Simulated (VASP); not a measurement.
# LiMo16 (a cell with a defect) in VASP: single point with PBEsol

Aim: the single point of LiMo16 (a cell with a defect) with PBEsol.

Program: VASP 6.6.1. These are calculated values, not measurements. Logs are shortened: lines on timing, memory, paths and dates and some standing lists are left out, and cuts for length are marked.

## (1) The cell of the first run

The cell holds a defect, 17 atoms: a = 6.300 Å, b = 6.300 Å, c = 6.300 Å, α = 90.00°, β = 90.00°, γ = 90.00°.

## (2) Single point, PBEsol

INCAR

```
SYSTEM = LiMo16
  ALGO = Normal
  EDIFF = 1E-6
  ENCUT = 520
  GGA = PS
  ISIF = 2
  ISMEAR = 0
  LASPH = .TRUE.
  LCHARG = .FALSE.
  LREAL = Auto
  LWAVE = .FALSE.
  NBANDS = 128
  NELM = 60
  PREC = Accurate
  SIGMA = 0.05
```

KPOINTS

```
k-points
0
G
  3 3 3
  0 0 0
```

POSCAR

```
LiMo16
1.0
    6.3000000000      0.0000000000      0.0000000000
    0.0000000000      6.3000000000      0.0000000000
    0.0000000000      0.0000000000      6.3000000000
Mo Li
16 1
Direct
    0.0003985104     -0.0072852721     -0.0000810730
    0.5004187483     -0.0072916003      0.0028757764
    0.0004248227      0.4927012083      0.0028269816
    0.0003956421     -0.0072698016      0.5001543928
    0.2425238742      0.2348787831      0.2500775316
    0.5003776396      0.4927935846     -0.0637276429
    0.5004201628     -0.0073061045      0.4972919293
    0.7583151159      0.2348488454      0.2500704543
    0.0004202008      0.4927008731      0.4973414074
    0.2425874712      0.7505213149      0.2500550773
    0.2387465756      0.2310080594      0.7500932796
    0.5003876679      0.4927089338      0.5634462872
    0.7582625308      0.7505666899      0.2500702990
    0.7620639395      0.2310494566      0.7500962041
    0.2386928857      0.7544565034      0.7500648990
    0.7621060333      0.7543913112      0.7500753251
    0.5004704292      0.4926406650      0.2497994311
```

Potentials or basis: VASP PAW PBE potentials, release 64 (Mo_sv, Li_sv).

Started as:

```bash
$ cat potpaw_PBE.64/Mo_sv/POTCAR potpaw_PBE.64/Li_sv/POTCAR > POTCAR
$ mpirun -np 1 vasp_std > vasp.out
```

OUTCAR:

```text
SYSTEM = LiMo16
   EDIFF = 1E-6
   ENCUT = 520
   GGA = PS
   ISIF = 2
   ISMEAR = 0
   LASPH = .TRUE.
   LREAL = Auto
   NELM = 60
   PREC = Accurate

 ion  position               nearest neighbor table
   1  0.000  0.993  1.000-  15 2.64  16 2.64  11 2.64  14 2.64   8 2.67  13 2.67   5 2.67  10 2.67
                             4 3.15   2 3.15   3 3.15   3 3.15   2 3.15   4 3.15
   2  0.500  0.993  0.003-  13 2.72  10 2.72   8 2.72   5 2.72  11 2.74  14 2.74  15 2.74  16 2.74
                             7 3.11   1 3.15   1 3.15   6 3.18   6 3.18   7 3.19
   3  0.000  0.493  0.003-   5 2.72   8 2.72  10 2.72  13 2.72  14 2.74  11 2.74  16 2.74  15 2.74
                             9 3.12   1 3.15   1 3.15   6 3.18   6 3.18   9 3.18
   4  0.000  0.993  0.500-  15 2.64  16 2.64  11 2.64  14 2.64   8 2.67   5 2.67  13 2.67  10 2.67
                             1 3.15   9 3.15   7 3.15   7 3.15   9 3.15   1 3.15
   5  0.243  0.235  0.250-  17 2.30   4 2.67   1 2.67   3 2.72   9 2.72   2 2.72   7 2.72  12 3.03
                             6 3.03   8 3.05  10 3.05  11 3.15  11 3.15  10 3.25   8 3.25
   6  0.500  0.493  0.936-  17 1.98  12 2.35  16 2.61  15 2.61  11 2.61  14 2.61  10 3.03  13 3.03
                             5 3.03   8 3.03   2 3.18   3 3.18   3 3.18   2 3.18
   7  0.500  0.993  0.497-  13 2.72  10 2.72   8 2.72   5 2.72  15 2.74  16 2.74  11 2.74  14 2.74
                             2 3.11   4 3.15   4 3.15  12 3.18  12 3.18   2 3.19
   8  0.758  0.235  0.250-  17 2.30   4 2.67   1 2.67   3 2.72   9 2.72   2 2.72   7 2.72  12 3.03
                             6 3.03   5 3.05  13 3.05  14 3.15  14 3.15  13 3.25   5 3.25
   9  0.000  0.493  0.497-   5 2.72   8 2.72  10 2.72  13 2.72  16 2.74  15 2.74  14 2.74  11 2.74
                             3 3.12   4 3.15   4 3.15  12 3.18  12 3.18   3 3.18
  10  0.243  0.751  0.250-  17 2.30   4 2.67   1 2.67   2 2.72   3 2.72   7 2.72   9 2.72  12 3.03
                             6 3.03  13 3.05   5 3.05  15 3.15  15 3.15   5 3.25  13 3.25
  11  0.239  0.231  0.750-   6 2.61  12 2.61   1 2.64   4 2.64   3 2.74   2 2.74   9 2.74   7 2.74
                            15 3.00  14 3.00   5 3.15   5 3.15  14 3.30  15 3.30
  12  0.500  0.493  0.563-  17 1.98   6 2.35  14 2.61  11 2.61  16 2.61  15 2.61  10 3.03   5 3.03
                            13 3.03   8 3.03   9 3.18   7 3.18   7 3.18   9 3.18
  13  0.758  0.751  0.250-  17 2.30   4 2.67   1 2.67   2 2.72   7 2.72   3 2.72   9 2.72  12 3.03
                             6 3.03   8 3.05  10 3.05  16 3.15  16 3.15  10 3.25   8 3.25
  14  0.762  0.231  0.750-   6 2.61  12 2.61   1 2.64   4 2.64   3 2.74   9 2.74   2 2.74   7 2.74
                            16 3.00  11 3.00   8 3.15   8 3.15  11 3.30  16 3.30
  15  0.239  0.754  0.750-   6 2.61  12 2.61   1 2.64   4 2.64   7 2.74   9 2.74   3 2.74   2 2.74
                            11 3.00  16 3.00  10 3.15  10 3.15  16 3.30  11 3.30
  16  0.762  0.754  0.750-   6 2.61  12 2.61   1 2.64   4 2.64   9 2.74   3 2.74   7 2.74   2 2.74
                            15 3.00  14 3.00  13 3.15  13 3.15  14 3.30  15 3.30
  17  0.500  0.493  0.250-   6 1.98  12 1.98   8 2.30   5 2.30  13 2.30  10 2.30

  LATTYP: Found a simple cubic cell.
 ALAT       =     6.3000000000

  Lattice vectors:

 A1 = (   6.3000000000,   0.0000000000,   0.0000000000)
 A2 = (   0.0000000000,   6.3000000000,   0.0000000000)
 A3 = (   0.0000000000,   0.0000000000,   6.3000000000)

Analysis of symmetry for initial positions (statically):
=====================================================================
 Subroutine PRICEL returns:
 Original cell was already a primitive cell.

 Routine SETGRP: Setting up the symmetry group for a
 simple cubic supercell.

 Subroutine GETGRP returns: Found  1 space group operations
 (whereof  1 operations were pure point group operations)
 out of a pool of 48 trial point group operations.

The static configuration has the point symmetry C_1 .

Analysis of symmetry for dynamics (positions and initial velocities):
=====================================================================
 Subroutine PRICEL returns:
 Original cell was already a primitive cell.

 Routine SETGRP: Setting up the symmetry group for a
 simple cubic supercell.

 Subroutine GETGRP returns: Found  1 space group operations
 (whereof  1 operations were pure point group operations)
 out of a pool of 48 trial point group operations.

The dynamic configuration has the point symmetry C_1 .

 Subroutine INISYM returns: Found  1 space group operations
 (whereof  1 operations are pure point group operations),
 and found     1 'primitive' translations

----------------------------------------------------------------------------------------

                                     Primitive cell

  volume of cell :     250.0470

  direct lattice vectors                    reciprocal lattice vectors
[... 67 lines left out ...]
 Subroutine IBZKPT returns following result:
 ===========================================

 Found     14 irreducible k-points:

 Following reciprocal coordinates:
            Coordinates               Weight
  0.000000  0.000000  0.000000      1.000000
  0.333333  0.000000  0.000000      2.000000
  0.000000  0.333333  0.000000      2.000000
  0.000000  0.000000  0.333333      2.000000
  0.333333  0.333333  0.000000      2.000000
  0.000000  0.333333  0.333333      2.000000
  0.333333  0.000000  0.333333      2.000000
 -0.333333  0.333333  0.000000      2.000000
 -0.333333  0.000000  0.333333      2.000000
  0.000000 -0.333333  0.333333      2.000000
  0.333333  0.333333  0.333333      2.000000
 -0.333333  0.333333  0.333333      2.000000
 -0.333333 -0.333333  0.333333      2.000000
  0.333333 -0.333333  0.333333      2.000000
   k-points           NKPTS =     14   k-points in BZ     NKDIM =     14   number of bands    NBANDS=    128
   number of dos      NEDOS =    301   number of ions     NIONS =     17
   total plane-waves  NPLWV = 110592
   dimension x,y,z NGX =    48 NGY =   48 NGZ =   48
   dimension x,y,z NGXF=    96 NGYF=   96 NGZF=   96
   ions per type =              16   1
   NGX,Y,Z   is equivalent  to a cutoff of  12.67, 12.67, 12.67 a.u.
   NGXF,Y,Z  is equivalent  to a cutoff of  25.33, 25.33, 25.33 a.u.
 SYSTEM =  LiMo16
   PREC   = accura    normal or accurate (medium, high low for compatibility)
   ISTART =      0    job   : 0-new  1-cont  2-samecut
   ICHARG =      2    charge: 1-file 2-atom 10-const
   ISPIN  =      1    spin polarized calculation?
   LNONCOLLINEAR =      F non collinear calculations
   LSORBIT =      F    spin-orbit coupling
   LASPH  =      T    aspherical Exc in radial PAW
   ENCUT  =  520.0 eV  38.22 Ry    6.18 a.u.  11.71 11.71 11.71*2*pi/ulx,y,z
   NELM   =     60;   NELMIN=  2; NELMDL= -5     # of ELM steps
   EDIFF  = 0.1E-05   stopping-criterion for ELM
   LREAL  =      T    real-space projection
   EDIFFG = 0.1E-04   stopping-criterion for IOM
   NSW    =      0    number of steps for IOM
   IBRION =     -1    ionic relax: 0-MD 1-quasi-New 2-CG
   NFREE  =      0    steps in history (QN), initial steepest desc. (CG)
   ISIF   =      2    stress and relaxation
   ISYM   =      2    0-nonsym 1-usesym 2-fastsym
   POTIM  = 0.5000    time-step for ionic-motion
   TEBEG  =    0.0;   TEEND  =   0.0 temperature during run
   PSTRESS=    0.0 pullay stress
   NELECT =     227.0000    total number of electrons
   NUPDOWN=      -1.0000    fix difference up-down
   EMIN   =  10.00;   EMAX   =-10.00  energy-range for DOS
   EFERMI =   0.00;   METHOD = LEGACY
   ISMEAR =     0;   SIGMA  =   0.05  broadening in eV -4-tet -1-fermi 0-gaus
   EFERMI_NEDOS =   21; number of points for ismear=-14 and -15
   IALGO  =     38    algorithm
   IMIX   =      4    mixing-type and parameters
     AMIX     =   0.40;   BMIX     =  1.00
     AMIX_MAG =   1.60;   BMIX_MAG =  1.00
  volume/ion in A,a.u.               =      14.71        99.26
  Fermi-wavevector in a.u.,A,eV,Ry     =   1.585171  2.995540 34.188290  2.512768
  Thomas-Fermi vector in A             =   2.684677
   LORBIT       =      0    0 simple, 1 ext, 2 COOP (PROOUT), +10 PAW based schemes
   GGA     = PS    functional components
   LHFCALC =     F    Hartree Fock is set to
   AEXX    =    0.0000 exact exchange contribution
   IVDW    =     0    specifies the selected vdW correction
   LEPSILON=     F    determine dielectric tensor
   LRPA    =     F    only Hartree local field effects (RPA)
 non-spin polarized calculation
 Gauss-broadening in eV      SIGMA  =   0.05
  energy-cutoff  :      520.00
  volume of cell :      250.05
 maximum number of plane-waves:      6763
   NGX = 23   NGY = 23   NGZ = 23

 number of electron     227.0000001 magnetization

 Free energy of the ion-electron system (eV)
  ---------------------------------------------------
  ext. energy  EPLUGINS =         0.00000000
  ---------------------------------------------------
  free energy    TOTEN  =      -184.88074304 eV

  energy without entropy =     -184.87415264  energy(sigma->0) =     -184.87744784

 E-fermi :  12.4848     XC(G=0): -13.5814

 val. band max:       12.4663881288   @ k =   0.3333   0.3333   0.0000
 cond. band min:      12.5178856476   @ k =   0.3333   0.3333   0.0000
 fundamental gap:      0.0514975188
 Fermi energy:        12.4847764310

 k-point     1 :       0.0000    0.0000    0.0000
  band No.  band energies     occupation
      1     -48.5199      2.00000
      2     -48.3176      2.00000
      3     -48.3174      2.00000
      4     -48.3091      2.00000
      5     -48.2949      2.00000
      6     -48.2848      2.00000
[... 1781 lines left out ...]
    124      14.0177      0.00000
    125      14.0243      0.00000
 [bands above 125 left out]

------------------------ aborting loop because EDIFF is reached ----------------------------------------

  FORCE on cell =-STRESS in cart. coord.  units (eV):
  Direction    XX          YY          ZZ          XY          YZ          ZX
  --------------------------------------------------------------------------------------
  -------------------------------------------------------------------------------------
  Total        8.7017234      8.6955846     17.9369005     -0.0001829     -0.0029223      0.0000053
  in kB       55.7563334     55.7169994    114.9307741     -0.0011721     -0.0187249      0.0000340
  external PRESSURE =      75.4680356 kB  Pullay stress =       0.0000000 kB

 VOLUME and BASIS-vectors are now :
 -----------------------------------------------------------------------------
  energy-cutoff  :      520.00
  volume of cell :      250.05
      direct lattice vectors                 reciprocal lattice vectors
     6.300000000  0.000000000  0.000000000     0.158730159  0.000000000  0.000000000
     0.000000000  6.300000000  0.000000000     0.000000000  0.158730159  0.000000000
     0.000000000  0.000000000  6.300000000     0.000000000  0.000000000  0.158730159

 POSITION                                       TOTAL-FORCE (eV/Angst)
 -----------------------------------------------------------------------------------
      0.00251      6.25410      6.29949         0.000972      0.000308      0.005897
      3.15264      6.25406      0.01812        -0.001160      0.002373     -0.004395
      0.00268      3.10402      0.01781        -0.001982      0.001234      0.000371
      0.00249      6.25420      3.15097         0.001240     -0.001516      0.001529
      1.52790      1.47974      1.57549         0.006155      0.001354      0.002201
      3.15238      3.10460      5.89852        -0.000168     -0.002791      0.067657
[... 9 lines left out ...]
      4.80127      4.75267      4.72547         0.004248      0.005949     -0.005067
      3.15296      3.10364      1.57374         0.003848     -0.005838      0.001344
 -----------------------------------------------------------------------------------
    total drift:                                0.000852     -0.002236     -0.002255

  FREE ENERGIE OF THE ION-ELECTRON SYSTEM (eV)
  ---------------------------------------------------
  free  energy   TOTEN  =      -184.8807430386 eV

  energy  without entropy=     -184.8741526418  energy(sigma->0) =     -184.87744784
```

It took 13 min on 1 thread of Intel Xeon Platinum 8375C at 2.90GHz (Ice Lake), shared host; peak memory 0.48 GiB.

What came out:

```yaml
Free_energy: -184.8807 eV
Largest_force: 0.068 eV/Å
Band_gap_on_the_k_mesh: zero (an odd number of electrons rules out a gap without spin polarisation)
```

Forces in eV/Å, atoms in the order of the input:
```
Mo   0.001  0.000  0.006
Mo  -0.001  0.002 -0.004
Mo  -0.002  0.001  0.000
Mo   0.001 -0.002  0.002
Mo   0.006  0.001  0.002
Mo   0.000 -0.003  0.068
Mo  -0.001  0.002  0.001
Mo  -0.006  0.003  0.002
Mo  -0.001  0.002 -0.004
Mo   0.003 -0.001  0.003
Mo  -0.007 -0.002 -0.005
Mo  -0.001  0.002 -0.059
Mo  -0.004 -0.003  0.002
Mo   0.007 -0.005 -0.006
Mo  -0.002  0.002 -0.005
Mo   0.004  0.006 -0.005
Li   0.004 -0.006  0.001
```

Caveat: the cutoff is under 1.25 times the usual one of these potentials, so pressure, stress and relaxed cells hold a basis-set (Pulay) error; the PAW data sets were made with another functional, which shifts forces and pressure a little.

The gap in the log of VASP goes by the Fermi energy; the results here count the filled bands.